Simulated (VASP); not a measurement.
## Si3Br2: relaxation of cell and atoms with PBE

Si3Br2:

```
Si Br
1.0
     7.49862    0.00000    0.00000
     0.00000    7.49862    0.00000
     0.00000    0.00000    3.95927
Si Br
6 4
Cartesian
  0.0000 0.0000 0.0000
  3.7493 3.7493 0.0000
  1.3258 5.0751 1.9796
  2.4236 1.3258 1.9796
  6.1729 2.4236 1.9796
  5.0751 6.1729 1.9796
  2.8697 6.6190 0.0000
  0.8796 2.8697 0.0000
  4.6289 0.8796 0.0000
  6.6190 4.6289 0.0000
```

```
Program                : VASP 6.6.1
Task                   : relaxation of cell and atoms
Functional             : PBE
Potentials or basis    : VASP PAW PBE potentials, release 64 (Si, Br)
Cutoff                 : 600 eV
k mesh                 : 2 × 2 × 4
Occupations            : gaussian, width 0.1 eV
Spin                   : no spin polarisation
Dipole correction      : no
Further INCAR settings : ALGO = Normal; EDIFF = 1e-06; IBRION = 2; EDIFFG = -0.04; NSW = 90; ISIF = 3
```

```json
{
 "Relaxed volume": "24.21 Å³/atom",
 "Relaxed cell": "a = 8.447 Å, b = 8.447 Å, c = 3.394 Å, α = 90.00°, β = 90.00°, γ = 90.00°",
 "Space group after relaxing (to 0.1 Å)": "P4/mbm (No. 127)",
 "Energy gained by relaxing": "337.0 meV/atom",
 "Ionic steps": "20",
 "Pressure after relaxing": "0.1 GPa",
 "Largest force after relaxing": "0.034 eV/Å",
 "Band gap on the k mesh": "zero (bands 26 and 27 overlap by 0.73 eV)"
}
```

Forces in eV/Å, atoms in the order of the input:
```
Si   0.000  0.000  0.000
Si   0.000  0.000  0.000
Si  -0.016 -0.016  0.000
Si   0.016 -0.016  0.000
Si   0.016  0.016  0.000
Si  -0.016  0.016  0.000
Br  -0.024 -0.024  0.000
Br   0.024 -0.024  0.000
Br   0.024  0.024  0.000
Br  -0.024  0.024  0.000
```

The path:
```tsv
step	energy change (eV)	largest force (eV/Å)	pressure (GPa)	volume (Å³)
1	0.0000	3.9541	2.47	222.63
2	-2.5724	0.8323	-1.34	233.32
3	-2.8679	0.2639	-1.63	237.61
4	-2.8480	0.4889	-1.14	245.74
5	-2.9492	0.2209	-1.58	241.35
6	-3.0295	0.2837	0.00	232.20
7	-3.0314	0.3179	0.29	230.76
8	-3.0617	0.2639	0.24	230.62
9	-3.1193	0.2778	0.08	230.08
10	-2.9806	0.6024	0.41	228.48
11	-3.1264	0.3392	0.07	229.87
12	-3.1607	0.3378	0.16	230.18
13	-3.2462	0.2945	0.46	231.07
14	-3.2932	0.3021	1.30	232.71
15	-3.3008	0.2307	1.01	232.24
16	-3.3421	0.2077	0.50	236.53
17	-3.3649	0.1743	-0.11	242.51
18	-3.3650	0.1723	-0.14	242.90
19	-3.3698	0.0641	0.08	242.30
20	-3.3700	0.0335	0.15	242.13
```

Final structure:
```
Si Br
1.0
     8.44670    0.00000    0.00000
     0.00000    8.44670    0.00000
     0.00000    0.00000    3.39366
Si Br
6 4
Direct
  0.00000 0.00000 0.00000
  0.50000 0.50000 0.00000
  0.21431 0.71431 0.50000
  0.28569 0.21431 0.50000
  0.78569 0.28569 0.50000
  0.71431 0.78569 0.50000
  0.37172 0.87172 0.00000
  0.12828 0.37172 0.00000
  0.62828 0.12828 0.00000
  0.87172 0.62828 0.00000
```

Levels at points of the mesh, in eV from the Fermi level:
| k point | band 24 | band 25 | band 26 | band 27 | band 28 | band 29 |
| --- | --- | --- | --- | --- | --- | --- |
| (0.00, 0.00, 0.00) | -1.07 | -0.23 | 0.23 | 0.23 | 0.59 | 2.02 |
| (0.50, 0.00, 0.00) | -1.41 | -0.16 | -0.16 | 1.63 | 1.63 | 2.07 |
| (0.50, 0.50, 0.00) | -0.48 | 0.32 | 0.32 | 0.36 | 0.36 | 1.72 |
| (0.00, 0.00, 0.50) | -0.93 | -0.25 | 0.10 | 0.10 | 0.23 | 0.23 |
| (0.50, 0.00, 0.50) | -2.34 | 0.00 | 0.00 | 0.37 | 0.37 | 0.83 |
| (0.50, 0.50, 0.50) | -2.19 | -0.68 | -0.68 | -0.41 | -0.41 | 1.40 |

Wall time 10 min on 1 thread of Intel(R) Xeon(R) 6975P-C (Granite Rapids) (shared host), peak memory 0.37 GiB.

Caveat: the k points lie up to 0.46 Å⁻¹ apart in the final cell, too coarse for converged energies and pressures of a metal.
